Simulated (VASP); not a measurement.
A run of VASP 6.6.1 is set up as follows.

File INCAR:

```
PREC = Accurate
ENCUT = 520
EDIFF = 1E-6
ISMEAR = -1
SIGMA = 0.06122561905347299
LREAL = F
LASPH = T
NELM = 100
ALGO = Normal
ISIF = 2
LWAVE = F
LCHARG = T
GGA = PE
LELF = T
LVHAR = T
NBANDS = 14
```

Contents of KPOINTS:

```
regular mesh
0
Gamma
  25 25 25
```

File POSCAR:

```
Rh
1.0
   -1.5251018619      1.5251018619      1.5251018619
    1.5251018619     -1.5251018619      1.5251018619
    1.5251018619      1.5251018619     -1.5251018619
Rh
1
Direct
    0.0000000000      0.0000000000      0.0000000000
```

Potentials or basis: VASP PAW PBE potentials, release 64 (Rh_pv).

Command:

```sh
$ cat potpaw_PBE.64/Rh_pv/POTCAR > POTCAR
$ mpirun -np 1 vasp_std > vasp.out
```

Q: What does it give for the pressure?

A: 5.0 GPa.
